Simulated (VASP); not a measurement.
# Cu (P6_3/mmc) in VASP: notebook

Cu is run at these levels: LDA; tasks: single point.

Program: VASP 6.6.1. These are calculated values, not measurements. Logs are shortened: lines on timing, memory, paths and dates and some standing lists are left out, and cuts for length are marked.

### Step 1. The cell of the first run

Symmetry: P6_3/mmc, No. 194, hexagonal system. Conventional cell: a = 2.486 Å, b = 2.486 Å, c = 4.073 Å, α = 90.00°, β = 90.00°, γ = 120.00°. Within 3.3 Å of Cu (site symmetry -6m2) lie 12 Cu at 2.49 Å.

### Step 2. Single point, LDA

File INCAR:

```
SYSTEM = Cu
PREC = Accurate
ENCUT = 520
EDIFF = 1E-6
ISMEAR = -1
SIGMA = 0.1
LREAL = .False.
LASPH = .True.
NELM = 60
ALGO = Normal
ISIF = 2
LWAVE = .False.
LCHARG = .False.
NBANDS = 18
```

File KPOINTS:

```
Automatic mesh
0
Gamma
  14 14 8
  0 0 0
```

File POSCAR:

```
Cu
1.0
    2.4861033345      0.0000000000      0.0000000000
   -1.2430516672      2.1530286441      0.0000000000
    0.0000000000      0.0000000000      4.0730469846
Cu
2
Direct
    0.3333333333      0.6666666667      0.2500000000
    0.6666666667      0.3333333333      0.7500000000
```

Potentials or basis: VASP PAW LDA potentials, release 64 (Cu).

Started as:

```bash
cat potpaw_LDA.64/Cu/POTCAR > POTCAR
mpirun -np 1 vasp_std > vasp.out
```

OUTCAR:

```text
SYSTEM = Cu
   PREC = Accurate
   ENCUT = 520
   EDIFF = 1E-6
   ISMEAR = -1
   LREAL = .False.
   LASPH = .True.
   NELM = 60
   ISIF = 2

 ion  position               nearest neighbor table
   1  0.333  0.667  0.250-   2 2.49   2 2.49   2 2.49   2 2.49   2 2.49   2 2.49
   2  0.667  0.333  0.750-   1 2.49   1 2.49   1 2.49   1 2.49   1 2.49   1 2.49

  LATTYP: Found a hexagonal cell.
 ALAT       =     2.4861033345
 C/A-ratio  =     1.6383256995

  Lattice vectors:

 A1 = (   2.4861033345,   0.0000000000,   0.0000000000)
 A2 = (  -1.2430516672,   2.1530286441,   0.0000000000)
 A3 = (   0.0000000000,   0.0000000000,   4.0730469846)

Analysis of symmetry for initial positions (statically):
=====================================================================
 Subroutine PRICEL returns:
 Original cell was already a primitive cell.

 Routine SETGRP: Setting up the symmetry group for a
 hexagonal supercell.

 Subroutine GETGRP returns: Found 24 space group operations
 (whereof 12 operations were pure point group operations)
 out of a pool of 24 trial point group operations.

The static configuration has the point symmetry D_3d.
 The point group associated with its full space group is D_6h.

Analysis of symmetry for dynamics (positions and initial velocities):
=====================================================================
 Subroutine PRICEL returns:
 Original cell was already a primitive cell.

 Routine SETGRP: Setting up the symmetry group for a
 hexagonal supercell.

 Subroutine GETGRP returns: Found 24 space group operations
 (whereof 12 operations were pure point group operations)
 out of a pool of 24 trial point group operations.

The dynamic configuration has the point symmetry D_3d.
 The point group associated with its full space group is D_6h.

 Subroutine INISYM returns: Found 24 space group operations
 (whereof 12 operations are pure point group operations),
 and found     1 'primitive' translations

----------------------------------------------------------------------------------------

                                     Primitive cell

  volume of cell :      21.8016

  direct lattice vectors                    reciprocal lattice vectors
     2.486103335  0.000000000  0.000000000     0.402235895  0.232231002  0.000000000
    -1.243051667  2.153028644  0.000000000     0.000000000  0.464462005  0.000000000
     0.000000000  0.000000000  4.073046985     0.000000000  0.000000000  0.245516441

  length of vectors
[... 81 lines left out ...]
   NELM   =     60;   NELMIN=  2; NELMDL= -5     # of ELM steps
   EDIFF  = 0.1E-05   stopping-criterion for ELM
   LREAL  =      F    real-space projection
   EDIFFG = 0.1E-04   stopping-criterion for IOM
   NSW    =      0    number of steps for IOM
   IBRION =     -1    ionic relax: 0-MD 1-quasi-New 2-CG
   NFREE  =      0    steps in history (QN), initial steepest desc. (CG)
   ISIF   =      2    stress and relaxation
   ISYM   =      2    0-nonsym 1-usesym 2-fastsym
   POTIM  = 0.5000    time-step for ionic-motion
   TEBEG  =    0.0;   TEEND  =   0.0 temperature during run
   PSTRESS=    0.0 pullay stress
   NELECT =      22.0000    total number of electrons
   NUPDOWN=      -1.0000    fix difference up-down
   EMIN   =  10.00;   EMAX   =-10.00  energy-range for DOS
   EFERMI =   0.00;   METHOD = LEGACY
   ISMEAR =    -1;   SIGMA  =   0.10  broadening in eV -4-tet -1-fermi 0-gaus
   EFERMI_NEDOS =   21; number of points for ismear=-14 and -15
   IALGO  =     38    algorithm
   IMIX   =      4    mixing-type and parameters
     AMIX     =   0.40;   BMIX     =  1.00
     AMIX_MAG =   1.60;   BMIX_MAG =  1.00
  volume/ion in A,a.u.               =      10.90        73.56
  Fermi-wavevector in a.u.,A,eV,Ry     =   1.642050  3.103024 36.685752  2.696327
  Thomas-Fermi vector in A             =   2.732417
   LORBIT       =      0    0 simple, 1 ext, 2 COOP (PROOUT), +10 PAW based schemes
   GGA     = CA    functional components
   LHFCALC =     F    Hartree Fock is set to
   AEXX    =    0.0000 exact exchange contribution
   IVDW    =     0    specifies the selected vdW correction
   LEPSILON=     F    determine dielectric tensor
   LRPA    =     F    only Hartree local field effects (RPA)
 non-spin polarized calculation
  energy-cutoff  :      520.00
  volume of cell :       21.80
 maximum number of plane-waves:       601
   NGX =  9   NGY =  9   NGZ = 15

 number of electron      21.9999953 magnetization

 Free energy of the ion-electron system (eV)
  ---------------------------------------------------
  ext. energy  EPLUGINS =         0.00000000
  ---------------------------------------------------
  free energy    TOTEN  =        -9.40130240 eV

  energy without entropy =       -9.37523847  energy(sigma->0) =       -9.38827043

 E-fermi :   8.3129     XC(G=0): -13.5778

 val. band max:        8.3120449626   @ k =   0.2857   0.2143   0.2500
 cond. band min:       8.3664657632   @ k =   0.4286   0.0714   0.3750
 fundamental gap:      0.0544208006
 Fermi energy:         8.3129048871

 k-point     1 :       0.0000    0.0000    0.0000
  band No.  band energies     occupation
      1      -1.5888      2.00000
      2       2.7824      2.00000
      3       5.0329      2.00000
      4       5.1165      2.00000
      5       5.1165      2.00000
      6       5.3505      2.00000
[... 481 lines left out ...]
      5       4.8669      2.00000
      6       4.9456      2.00000
[... 10 lines left out ...]
     17      21.5439      0.00000
     18      22.7347      0.00000

 [... further k-points ...]

------------------------ aborting loop because EDIFF is reached ----------------------------------------

  FORCE on cell =-STRESS in cart. coord.  units (eV):
  Direction    XX          YY          ZZ          XY          YZ          ZX
  --------------------------------------------------------------------------------------
  -------------------------------------------------------------------------------------
  Total        0.1611272      0.1611272      0.1491604      0.0000000     -0.0000000      0.0000000
  in kB       11.8410697     11.8410697     10.9616479      0.0000000     -0.0000000      0.0000000
  external PRESSURE =      11.5479291 kB  Pullay stress =       0.0000000 kB

 VOLUME and BASIS-vectors are now :
 -----------------------------------------------------------------------------
  energy-cutoff  :      520.00
  volume of cell :       21.80
      direct lattice vectors                 reciprocal lattice vectors
     2.486103335  0.000000000  0.000000000     0.402235895  0.232231002  0.000000000
    -1.243051667  2.153028644  0.000000000     0.000000000  0.464462005  0.000000000
     0.000000000  0.000000000  4.073046985     0.000000000  0.000000000  0.245516441

 POSITION                                       TOTAL-FORCE (eV/Angst)
 -----------------------------------------------------------------------------------
     -0.00000      1.43535      1.01826         0.000000     -0.000000      0.000000
      1.24305      0.71768      3.05479        -0.000000      0.000000      0.000000
 -----------------------------------------------------------------------------------
    total drift:                               -0.000000      0.000000     -0.000000

  FREE ENERGIE OF THE ION-ELECTRON SYSTEM (eV)
  ---------------------------------------------------
  free  energy   TOTEN  =        -9.4013023993 eV

  energy  without entropy=       -9.3752384673  energy(sigma->0) =       -9.38827043
```

It took 16 s on 1 thread of Intel Xeon Platinum 8559C (Emerald Rapids), shared host; peak memory 0.14 GiB.

Results:

```yaml
Free_energy: -9.4013 eV
Pressure: 1.2 GPa
Band_gap_on_the_k_mesh: zero (band 11 reaches 12.18 eV, above the bottom of band 12 at 6.28 eV)
```

Levels at points of the mesh, in eV from the Fermi level:
| k point | band 7 | band 8 | band 9 | band 10 | band 11 | band 12 | band 13 | band 14 | band 15 | band 16 |
| --- | --- | --- | --- | --- | --- | --- | --- | --- | --- | --- |
| (0.00, 0.00, 0.00) | -2.96 | -2.62 | -2.62 | -1.78 | -1.78 | -1.17 | 4.17 | 22.22 | 23.00 | 23.00 |
| (0.50, 0.00, 0.00) | -2.93 | -1.67 | -1.63 | -1.56 | 0.07 | 1.79 | 8.18 | 8.60 | 11.30 | 11.79 |
| (0.00, 0.00, 0.50) | -3.24 | -3.24 | -2.04 | -2.04 | -2.04 | -2.04 | 13.11 | 13.11 | 22.92 | 22.92 |
| (0.50, 0.00, 0.50) | -1.99 | -1.99 | -1.61 | -1.61 | 0.49 | 0.49 | 5.35 | 5.35 | 16.98 | 16.98 |

### Step 3. Single point, LDA (volume scaled by 0.88)

File INCAR:

```
SYSTEM = Cu
ALGO = Normal
EDIFF = 1E-7
ENCUT = 520
ISIF = 2
ISMEAR = -1
LASPH = .True.
LCHARG = .False.
LREAL = .False.
LWAVE = .False.
NBANDS = 18
NELM = 100
PREC = Accurate
SIGMA = 0.1
```

File KPOINTS:

```
k-points
0
Gamma
  16 16 9
  0 0 0
```

File POSCAR:

```
Cu
1.0
    2.3823929767      0.0000000000      0.0000000000
   -1.1911964884      2.0632128396      0.0000000000
    0.0000000000      0.0000000000      3.9031356402
Cu
2
Direct
    0.3333333333      0.6666666667      0.2500000000
    0.6666666667      0.3333333333      0.7500000000
```

Potentials or basis: VASP PAW LDA potentials, release 64 (Cu).

Started as:

```bash
cat potpaw_LDA.64/Cu/POTCAR > POTCAR
mpirun -np 1 vasp_std > vasp.out
```

OUTCAR:

```text
SYSTEM = Cu
   EDIFF = 1E-7
   ENCUT = 520
   ISIF = 2
   ISMEAR = -1
   LASPH = .True.
   LREAL = .False.
   NELM = 100
   PREC = Accurate

 ion  position               nearest neighbor table
   1  0.333  0.667  0.250-   2 2.39   2 2.39   2 2.39   2 2.39   2 2.39   2 2.39
   2  0.667  0.333  0.750-   1 2.39   1 2.39   1 2.39   1 2.39   1 2.39   1 2.39

  LATTYP: Found a hexagonal cell.
 ALAT       =     2.3823929767
 C/A-ratio  =     1.6383256996

  Lattice vectors:

[... 694 lines left out ...]

  FORCE on cell =-STRESS in cart. coord.  units (eV):
  Direction    XX          YY          ZZ          XY          YZ          ZX
  --------------------------------------------------------------------------------------
  -------------------------------------------------------------------------------------
  Total        4.0704533      4.0704533      4.0229882     -0.0000000     -0.0000000      0.0000000
  in kB      339.9243552    339.9243552    335.9605394     -0.0000000     -0.0000000      0.0000000
  external PRESSURE =     338.6030833 kB  Pullay stress =       0.0000000 kB

 VOLUME and BASIS-vectors are now :
 -----------------------------------------------------------------------------
  energy-cutoff  :      520.00
  volume of cell :       19.19
      direct lattice vectors                 reciprocal lattice vectors
     2.382392977  0.000000000  0.000000000     0.419746033  0.242340485  0.000000000
    -1.191196488  2.063212840  0.000000000     0.000000000  0.484680970  0.000000000
     0.000000000  0.000000000  3.903135640     0.000000000  0.000000000  0.256204266

 POSITION                                       TOTAL-FORCE (eV/Angst)
 -----------------------------------------------------------------------------------
     -0.00000      1.37548      0.97578        -0.000000     -0.000000      0.000000
      1.19120      0.68774      2.92735         0.000000      0.000000      0.000000
 -----------------------------------------------------------------------------------
    total drift:                               -0.000000      0.000000     -0.000000

  FREE ENERGIE OF THE ION-ELECTRON SYSTEM (eV)
  ---------------------------------------------------
  free  energy   TOTEN  =        -9.1529335725 eV

  energy  without entropy=       -9.1333040232  energy(sigma->0) =       -9.14311880
```

OSZICAR:

```text
N       E                     dE             d eps       ncg     rms          rms(c)
DAV:   1     0.118058084550E+03    0.11806E+03   -0.10427E+04  6024   0.233E+03
DAV:   2    -0.453535575015E+01   -0.12259E+03   -0.11644E+03  5402   0.298E+02
DAV:   3    -0.111736005985E+02   -0.66382E+01   -0.64629E+01  6000   0.912E+01
DAV:   4    -0.112420531809E+02   -0.68453E-01   -0.68404E-01  6436   0.995E+00
DAV:   5    -0.112429417104E+02   -0.88853E-03   -0.88850E-03  6684   0.101E+00    0.115E+01
DAV:   6    -0.967942765638E+01    0.15635E+01   -0.95017E+00  5734   0.971E+01    0.399E+00
DAV:   7    -0.920000464344E+01    0.47942E+00   -0.15771E+00  6066   0.361E+01    0.108E+00
DAV:   8    -0.915613573673E+01    0.43869E-01   -0.11107E-02  8236   0.144E+00    0.369E-01
DAV:   9    -0.915292637389E+01    0.32094E-02   -0.18989E-03  8428   0.138E+00    0.219E-02
DAV:  10    -0.915293589281E+01   -0.95189E-05   -0.95095E-05  6426   0.911E-02    0.784E-03
DAV:  11    -0.915293352885E+01    0.23640E-05   -0.15829E-06  9306   0.244E-02    0.251E-03
DAV:  12    -0.915293357253E+01   -0.43678E-07   -0.11655E-07  4112   0.868E-03
   1 F= -.91529336E+01 E0= -.91431188E+01  d E =-.196295E-01
```

Wall time 21 s (1 thread of Intel Xeon Platinum 8559C (Emerald Rapids), shared host); peak memory 0.15 GiB.

Results:

```yaml
Free_energy: -9.1529 eV
Pressure: 33.9 GPa
Band_gap_on_the_k_mesh: zero (band 11 reaches 14.14 eV, above the bottom of band 12 at 8.02 eV)
```

Stress tensor (GPa, compression positive):
```
33.99  0.00  0.00
 0.00 33.99  0.00
 0.00  0.00 33.60
```

### Step 4. Single point, LDA (volume scaled by 0.92)

File INCAR:

```
SYSTEM = Cu
ALGO = Normal
EDIFF = 1E-7
ENCUT = 520
ISIF = 2
ISMEAR = -1
LASPH = .TRUE.
LCHARG = .TRUE.
LELF = .TRUE.
LREAL = .FALSE.
LVHAR = .TRUE.
LWAVE = .FALSE.
NBANDS = 18
NELM = 100
PREC = Accurate
SIGMA = 0.1
```

File KPOINTS:

```
k-points
0
G
  16 16 9
  0 0 0
```

File POSCAR:

```
Cu
1.0
    2.4179563239      0.0000000000      0.0000000000
   -1.2089781620      2.0940116018      0.0000000000
    0.0000000000      0.0000000000      3.9613999859
Cu
2
Direct
    0.3333333333      0.6666666667      0.2500000000
    0.6666666667      0.3333333333      0.7500000000
```

Started as:

```bash
cat potpaw_LDA.64/Cu/POTCAR > POTCAR
mpirun -np 1 vasp_std > vasp.out
```

Run time: 22 s. Hardware: 1 thread of Intel Xeon Platinum 8559C (Emerald Rapids), shared host; peak memory 0.15 GiB.

Results (log left out):

* Free energy: -9.2990 eV
* Pressure: 20.2 GPa
* Band gap on the k mesh: zero (band 11 reaches 13.33 eV, above the bottom of band 12 at 7.41 eV)

Stress tensor (GPa, compression positive):
```
20.28  0.00  0.00
 0.00 20.28  0.00
 0.00  0.00 19.89
```

Levels at points of the mesh, in eV from the Fermi level:
```csv
k point,band 7,band 8,band 9,band 10,band 11,band 12,band 13,band 14,band 15,band 16
"(0.00, 0.00, 0.00)",-3.28,-2.89,-2.89,-1.94,-1.94,-1.50,4.59,22.82,24.32,24.32
"(0.50, 0.00, 0.00)",-3.24,-1.81,-1.76,-1.69,0.02,1.93,8.55,9.10,11.81,12.65
```

### Step 5. Summary

| cell | k mesh | gap on the mesh (eV) | pressure (GPa) |
| --- | --- | --- | --- |
| a = 2.486, b = 2.486, c = 4.073 Å, angles 90.0, 90.0, 120.0°, 2 atoms | 14 × 14 × 8 | none | 1.2 |
| a = 2.382, b = 2.382, c = 3.903 Å, angles 90.0, 90.0, 120.0°, 2 atoms | 16 × 16 × 9 | none | 33.9 |
| a = 2.418, b = 2.418, c = 3.961 Å, angles 90.0, 90.0, 120.0°, 2 atoms | 16 × 16 × 9 | none | 20.2 |

Alike in all rows: task single point; level LDA; potentials or basis VASP PAW LDA potentials, release 64 (Cu); no spin polarisation; cutoff (eV) 520; smearing fermi-dirac 0.1 eV.

Absolute energies hang on the potentials; compare differences alone.
